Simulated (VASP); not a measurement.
# TaSi3 (Pm-3m) in VASP: a series of runs

TaSi3 is run at these levels: PBE; tasks: single point, relaxation of cell and atoms.

Program: VASP 6.6.1. These are calculated values, not measurements. Logs are shortened: lines on timing, memory, paths and dates and some standing lists are left out, and cuts for length are marked.

## 1. The cell of the first run

Symmetry: Pm-3m, No. 221, cubic system. Conventional cell: a = 4.009 Å, b = 4.009 Å, c = 4.009 Å, α = 90.00°, β = 90.00°, γ = 90.00°. Within 3.7 Å of Ta (site symmetry m-3m) lie 12 Si at 2.83 Å. Si (site symmetry 4/mmm) has 4 Ta at 2.83 Å and 8 Si at 2.83 Å within 3.7 Å.

The cell was built from a structure type or drawn by symmetry, and may not be a known phase.

## 2. Single point, PBE

INCAR

```
SYSTEM = TaSi3
PREC = Accurate ; ENCUT = 500
EDIFF = 1E-6 ; ISMEAR = 0
SIGMA = 0.1 ; LREAL = .False.
LASPH = .True. ; NELM = 120
ALGO = Normal ; ISIF = 2
LWAVE = .False. ; LCHARG = .False.
GGA = PE ; NBANDS = 20
GGA_COMPAT = .False.
```

KPOINTS

```
Automatic mesh
0
Gamma
  4 4 4
  0 0 0
```

POSCAR

```
TaSi3
1.0
    4.0087369600      0.0000000000      0.0000000000
    0.0000000000      4.0087369600      0.0000000000
    0.0000000000      0.0000000000      4.0087369600
Ta Si
1 3
Direct
    0.5000000000      0.5000000000      0.5000000000
    0.5000000000      0.0000000000      0.0000000000
    0.0000000000      0.5000000000      0.0000000000
    0.0000000000      0.0000000000      0.5000000000
```

Potentials or basis: VASP PAW PBE potentials, release 64 (Ta_pv, Si).

On the command line:

```sh
$ cat potpaw_PBE.64/Ta_pv/POTCAR potpaw_PBE.64/Si/POTCAR > POTCAR
$ mpirun -np 1 vasp_std > vasp.out
```

OUTCAR:

```text
SYSTEM = TaSi3
   PREC = Accurate
   ENCUT = 500
   EDIFF = 1E-6
   ISMEAR = 0
   LREAL = .False.
   LASPH = .True.
   NELM = 120
   ISIF = 2
   GGA = PE

 ion  position               nearest neighbor table
   1  0.500  0.500  0.500-   2 2.83   3 2.83   4 2.83   2 2.83   3 2.83   2 2.83   4 2.83   2 2.83
                             3 2.83   4 2.83   3 2.83   4 2.83
   2  0.500  0.000  0.000-   1 2.83   3 2.83   4 2.83   1 2.83   4 2.83   1 2.83   3 2.83   1 2.83
                             3 2.83   4 2.83   4 2.83   3 2.83
   3  0.000  0.500  0.000-   1 2.83   2 2.83   4 2.83   1 2.83   4 2.83   2 2.83   4 2.83   4 2.83
                             1 2.83   2 2.83   1 2.83   2 2.83
   4  0.000  0.000  0.500-   1 2.83   2 2.83   3 2.83   2 2.83   3 2.83   1 2.83   3 2.83   3 2.83
                             1 2.83   2 2.83   2 2.83   1 2.83

  LATTYP: Found a simple cubic cell.
 ALAT       =     4.0087369600

  Lattice vectors:

 A1 = (   4.0087369600,   0.0000000000,   0.0000000000)
 A2 = (   0.0000000000,   4.0087369600,   0.0000000000)
 A3 = (   0.0000000000,   0.0000000000,   4.0087369600)

Analysis of symmetry for initial positions (statically):
=====================================================================
 Subroutine PRICEL returns:
 Original cell was already a primitive cell.

 Routine SETGRP: Setting up the symmetry group for a
 simple cubic supercell.

 Subroutine GETGRP returns: Found 48 space group operations
 (whereof 48 operations were pure point group operations)
 out of a pool of 48 trial point group operations.

The static configuration has the point symmetry O_h .

Analysis of symmetry for dynamics (positions and initial velocities):
=====================================================================
 Subroutine PRICEL returns:
 Original cell was already a primitive cell.

 Routine SETGRP: Setting up the symmetry group for a
 simple cubic supercell.

 Subroutine GETGRP returns: Found 48 space group operations
 (whereof 48 operations were pure point group operations)
 out of a pool of 48 trial point group operations.

The dynamic configuration has the point symmetry O_h .

 Subroutine INISYM returns: Found 48 space group operations
 (whereof 48 operations are pure point group operations),
 and found     1 'primitive' translations

----------------------------------------------------------------------------------------

                                     Primitive cell

  volume of cell :      64.4203

  direct lattice vectors                    reciprocal lattice vectors
     4.008736960  0.000000000  0.000000000     0.249455130  0.000000000  0.000000000
     0.000000000  4.008736960  0.000000000     0.000000000  0.249455130  0.000000000
     0.000000000  0.000000000  4.008736960     0.000000000  0.000000000  0.249455130

  length of vectors
     4.008736960  4.008736960  4.008736960     0.249455130  0.249455130  0.249455130

  position of ions in fractional coordinates (direct lattice)
     0.500000000  0.500000000  0.500000000
     0.500000000  0.000000000  0.000000000
     0.000000000  0.500000000  0.000000000
     0.000000000  0.000000000  0.500000000

  ion indices of the primitive-cell ions
   primitive index   ion index
                 1           1
                 2           2
                 3           3
                 4           4

----------------------------------------------------------------------------------------

 KPOINTS: Automatic mesh

Automatic generation of k-mesh.
 Grid dimensions read from file:
 generate k-points for:    4    4    4

 Generating k-lattice:

  Cartesian coordinates                     Fractional coordinates (reciprocal lattice)
     0.062363783  0.000000000  0.000000000     0.250000000  0.000000000  0.000000000
     0.000000000  0.062363783  0.000000000     0.000000000  0.250000000  0.000000000
     0.000000000  0.000000000  0.062363783     0.000000000  0.000000000  0.250000000

  Length of vectors
     0.062363783  0.062363783  0.062363783

  Shift w.r.t. Gamma in fractional coordinates (k-lattice)
     0.000000000  0.000000000  0.000000000

 Subroutine IBZKPT returns following result:
 ===========================================

 Found     10 irreducible k-points:

 Following reciprocal coordinates:
            Coordinates               Weight
  0.000000  0.000000  0.000000      1.000000
  0.250000  0.000000  0.000000      6.000000
  0.500000  0.000000  0.000000      3.000000
  0.250000  0.250000  0.000000     12.000000
  0.500000  0.250000  0.000000     12.000000
  0.500000  0.500000  0.000000      3.000000
  0.250000  0.250000  0.250000      8.000000
  0.500000  0.250000  0.250000     12.000000
  0.500000  0.500000  0.250000      6.000000
  0.500000  0.500000  0.500000      1.000000
   k-points           NKPTS =     10   k-points in BZ     NKDIM =     10   number of bands    NBANDS=     20
   number of dos      NEDOS =    301   number of ions     NIONS =      4
   total plane-waves  NPLWV =  27000
   dimension x,y,z NGX =    30 NGY =   30 NGZ =   30
   dimension x,y,z NGXF=    60 NGYF=   60 NGZF=   60
   ions per type =               1   3
   NGX,Y,Z   is equivalent  to a cutoff of  12.44, 12.44, 12.44 a.u.
   NGXF,Y,Z  is equivalent  to a cutoff of  24.88, 24.88, 24.88 a.u.
 SYSTEM =  TaSi3
   PREC   = accura    normal or accurate (medium, high low for compatibility)
   ISTART =      0    job   : 0-new  1-cont  2-samecut
   ICHARG =      2    charge: 1-file 2-atom 10-const
   ISPIN  =      1    spin polarized calculation?
   LNONCOLLINEAR =      F non collinear calculations
   LSORBIT =      F    spin-orbit coupling
   LASPH  =      T    aspherical Exc in radial PAW
   ENCUT  =  500.0 eV  36.75 Ry    6.06 a.u.   7.31  7.31  7.31*2*pi/ulx,y,z
   NELM   =    120;   NELMIN=  2; NELMDL= -5     # of ELM steps
   EDIFF  = 0.1E-05   stopping-criterion for ELM
   LREAL  =      F    real-space projection
   EDIFFG = 0.1E-04   stopping-criterion for IOM
   NSW    =      0    number of steps for IOM
   IBRION =     -1    ionic relax: 0-MD 1-quasi-New 2-CG
   NFREE  =      0    steps in history (QN), initial steepest desc. (CG)
   ISIF   =      2    stress and relaxation
   ISYM   =      2    0-nonsym 1-usesym 2-fastsym
   POTIM  = 0.5000    time-step for ionic-motion
   TEBEG  =    0.0;   TEEND  =   0.0 temperature during run
   PSTRESS=    0.0 pullay stress
   NELECT =      23.0000    total number of electrons
   NUPDOWN=      -1.0000    fix difference up-down
   EMIN   =  10.00;   EMAX   =-10.00  energy-range for DOS
   EFERMI =   0.00;   METHOD = LEGACY
   ISMEAR =     0;   SIGMA  =   0.10  broadening in eV -4-tet -1-fermi 0-gaus
   EFERMI_NEDOS =   21; number of points for ismear=-14 and -15
   IALGO  =     38    algorithm
   IMIX   =      4    mixing-type and parameters
     AMIX     =   0.40;   BMIX     =  1.00
     AMIX_MAG =   1.60;   BMIX_MAG =  1.00
  volume/ion in A,a.u.               =      16.11       108.68
  Fermi-wavevector in a.u.,A,eV,Ry     =   1.161386  2.194701 18.351772  1.348817
  Thomas-Fermi vector in A             =   2.297958
   LORBIT       =      0    0 simple, 1 ext, 2 COOP (PROOUT), +10 PAW based schemes
   GGA     = PE    functional components
   LHFCALC =     F    Hartree Fock is set to
   AEXX    =    0.0000 exact exchange contribution
   IVDW    =     0    specifies the selected vdW correction
   LEPSILON=     F    determine dielectric tensor
   LRPA    =     F    only Hartree local field effects (RPA)
 non-spin polarized calculation
 Gauss-broadening in eV      SIGMA  =   0.10
  energy-cutoff  :      500.00
  volume of cell :       64.42
 maximum number of plane-waves:      1666
 NGX is ok and might be reduce to    30
   NGX = 15   NGY = 15   NGZ = 15

 number of electron      22.9999999 magnetization

 Free energy of the ion-electron system (eV)
  ---------------------------------------------------
  ext. energy  EPLUGINS =         0.00000000
  ---------------------------------------------------
  free energy    TOTEN  =       -26.84746677 eV

  energy without entropy =      -26.82216296  energy(sigma->0) =      -26.83481486

 E-fermi :   8.8276     XC(G=0): -11.3991

 val. band max:        8.6241311930   @ k =   0.5000   0.5000   0.2500
 cond. band min:       8.8308133969   @ k =   0.5000   0.2500   0.0000
 fundamental gap:      0.2066822039
 Fermi energy:         8.8275511046

 k-point     1 :       0.0000    0.0000    0.0000
  band No.  band energies     occupation
      1     -26.4139      2.00000
      2     -26.4139      2.00000
      3     -26.4139      2.00000
      4      -4.4415      2.00000
      5       2.7856      2.00000
      6       2.7856      2.00000
[... 12 lines left out ...]
     19      14.5752      0.00000
     20      14.5752      0.00000

 k-point     2 :       0.2500    0.0000    0.0000
  band No.  band energies     occupation
      1     -26.4286      2.00000
      2     -26.4126      2.00000
      3     -26.4126      2.00000
      4      -3.8314      2.00000
      5       0.6133      2.00000
      6       3.3249      2.00000
[... 12 lines left out ...]
     19      13.3360      0.00000
     20      13.3360      0.00000

 k-point     3 :       0.5000    0.0000    0.0000
  band No.  band energies     occupation
      1     -26.4433      2.00000
      2     -26.4114      2.00000
      3     -26.4114      2.00000
      4      -2.3691      2.00000
      5      -1.7188      2.00000
      6       4.3855      2.00000
[... 12 lines left out ...]
     19      15.3866      0.00000
     20      15.8150      0.00000

 k-point     4 :       0.2500    0.2500    0.0000
  band No.  band energies     occupation
      1     -26.4274      2.00000
      2     -26.4267      2.00000
      3     -26.4114      2.00000
      4      -3.2518      2.00000
      5       0.9313      2.00000
      6       1.2257      2.00000
[... 107 lines left out ...]
 k-point     9 :       0.5000    0.5000    0.2500
  band No.  band energies     occupation
      1     -26.4378      2.00000
      2     -26.4378      2.00000
      3     -26.4225      2.00000
      4      -0.5452      2.00000
      5       0.2399      2.00000
      6       0.2399      2.00000
[... 12 lines left out ...]
     19      14.4832      0.00000
     20      15.4585      0.00000

 k-point    10 :       0.5000    0.5000    0.5000
  band No.  band energies     occupation
      1     -26.4360      2.00000
      2     -26.4360      2.00000
      3     -26.4360      2.00000
      4       0.4281      2.00000
      5       0.4281      2.00000
      6       0.4281      2.00000
[... 12 lines left out ...]
     19      15.7103      0.00000
     20      16.1092      0.00000

------------------------ aborting loop because EDIFF is reached ----------------------------------------

  FORCE on cell =-STRESS in cart. coord.  units (eV):
  Direction    XX          YY          ZZ          XY          YZ          ZX
  --------------------------------------------------------------------------------------
  -------------------------------------------------------------------------------------
  Total       -4.3124757     -4.3124757     -4.3124757     -0.0000000      0.0000000      0.0000000
  in kB     -107.2542642   -107.2542642   -107.2542642     -0.0000000      0.0000000      0.0000000
  external PRESSURE =    -107.2542642 kB  Pullay stress =       0.0000000 kB

 VOLUME and BASIS-vectors are now :
 -----------------------------------------------------------------------------
  energy-cutoff  :      500.00
  volume of cell :       64.42
      direct lattice vectors                 reciprocal lattice vectors
     4.008736960  0.000000000  0.000000000     0.249455130  0.000000000  0.000000000
     0.000000000  4.008736960  0.000000000     0.000000000  0.249455130  0.000000000
     0.000000000  0.000000000  4.008736960     0.000000000  0.000000000  0.249455130

 POSITION                                       TOTAL-FORCE (eV/Angst)
 -----------------------------------------------------------------------------------
      2.00437      2.00437      2.00437         0.000000      0.000000      0.000000
      2.00437      0.00000      0.00000         0.000000      0.000000      0.000000
      0.00000      2.00437      0.00000         0.000000      0.000000      0.000000
      0.00000      0.00000      2.00437         0.000000      0.000000      0.000000
 -----------------------------------------------------------------------------------
    total drift:                                0.000000      0.000000     -0.000000

  FREE ENERGIE OF THE ION-ELECTRON SYSTEM (eV)
  ---------------------------------------------------
  free  energy   TOTEN  =       -26.8474667688 eV

  energy  without entropy=      -26.8221629578  energy(sigma->0) =      -26.83481486
```

Run time: 14 s. Hardware: 1 thread of Intel Xeon 8259CL, shared host; peak memory 0.17 GiB.

What came out:

- Free energy: -26.8475 eV
- Pressure: -10.7 GPa
- Band gap on the k mesh: zero (an odd number of electrons rules out a gap without spin polarisation)

Levels at points of the mesh, in eV from the Fermi level:
```
           k point  band 9  band 10  band 11  band 12  band 13  band 14
(0.00, 0.00, 0.00)   -4.23    -0.77    -0.77    -0.77    -0.47     1.89
(0.50, 0.00, 0.00)   -3.73    -1.24    -1.24    -0.39    -0.37    -0.31
(0.50, 0.50, 0.00)   -3.28    -1.17    -1.10     0.01     0.59     0.59
(0.50, 0.50, 0.50)   -5.13    -5.13    -1.61     0.94     0.94     2.64
```

Caveat: the k points lie up to 0.39 Å⁻¹ apart, too coarse for converged energies and pressures of a metal; spin-orbit coupling is left out, which moves the levels of the heavy elements.

## 3. Relaxation of cell and atoms, PBE

This run uses another cell than the first one, of 14.73 Å³/atom.

INCAR

```
SYSTEM = TaSi3
PREC     = Accurate       ! precision mode
ENCUT    = 600            ! plane-wave cutoff, eV
EDIFF    = 1E-6           ! SCF threshold, eV
ISMEAR   = 0              ! smearing method
SIGMA    = 0.1            ! smearing width, eV
LREAL    = .False.        ! projectors in reciprocal space
LASPH    = .True.         ! aspherical terms in the spheres
NELM     = 80             ! most SCF steps
ALGO     = Normal         ! electronic algorithm
ISIF     = 3              ! what is computed and relaxed
LWAVE    = .False.        ! write WAVECAR
LCHARG   = .False.        ! write CHGCAR
GGA      = PE             ! functional
IBRION   = 2              ! ionic algorithm
NSW      = 100            ! ionic steps
EDIFFG   = -0.01          ! ionic threshold
```

KPOINTS

```
Automatic mesh
0
Gamma
  12 12 12
  0 0 0
```

POSCAR

```
TaSi3
1.0
    3.8915199353      0.0000000000      0.0000000000
    0.0000000000      3.8915199353      0.0000000000
    0.0000000000      0.0000000000      3.8915199353
Ta Si
1 3
Direct
    0.5000000000      0.5000000000      0.5000000000
    0.5000000000      0.0000000000      0.0000000000
    0.0000000000      0.5000000000      0.0000000000
    0.0000000000      0.0000000000      0.5000000000
```

Potentials or basis: VASP PAW PBE potentials, release 64 (Ta_pv, Si).

On the command line:

```sh
$ cat potpaw_PBE.64/Ta_pv/POTCAR potpaw_PBE.64/Si/POTCAR > POTCAR
$ mpirun -np 1 vasp_std > vasp.out
```

Run time: 66 s. Hardware: 1 thread of Intel Xeon 8259CL, shared host; peak memory 0.24 GiB.

Results (log left out):

| Item | Value |
| --- | --- |
| Free energy | -27.0566 eV |
| Pressure after relaxing | 0.0 GPa |
| Band gap on the k mesh | zero (an odd number of electrons rules out a gap without spin polarisation) |

Final structure:
```cif
data_structure
_symmetry_space_group_name_H-M 'P 1'
_symmetry_Int_Tables_number 1
_cell_length_a 3.8915
_cell_length_b 3.8915
_cell_length_c 3.8915
_cell_angle_alpha 90.000
_cell_angle_beta 90.000
_cell_angle_gamma 90.000
_cell_volume 58.93
loop_
_atom_site_label
_atom_site_type_symbol
_atom_site_fract_x
_atom_site_fract_y
_atom_site_fract_z
_atom_site_occupancy
Ta1 Ta 0.50000 0.50000 0.50000 1
Si1 Si 0.50000 0.00000 0.00000 1
Si2 Si 0.00000 0.50000 0.00000 1
Si3 Si 0.00000 0.00000 0.50000 1
```

Levels at points of the mesh, in eV from the Fermi level:
```
           k point  band 7  band 8  band 9  band 10  band 11  band 12  band 13  band 14  band 15
(0.00, 0.00, 0.00)   -4.46   -4.46   -4.46    -0.88    -0.88    -0.88    -0.56     2.35     2.35
(0.50, 0.00, 0.00)   -4.79   -4.46   -3.36    -1.26    -1.26    -0.42    -0.41    -0.15     2.51
(0.50, 0.50, 0.00)   -7.56   -3.55   -3.55    -1.23    -1.16     0.09     0.76     0.82     0.82
(0.50, 0.50, 0.50)   -7.24   -5.38   -5.38    -5.38    -1.53     1.10     1.10     3.14     3.14
```

Caveat: the relaxation stopped at its first step, so nothing moved; spin-orbit coupling is left out, which moves the levels of the heavy elements.
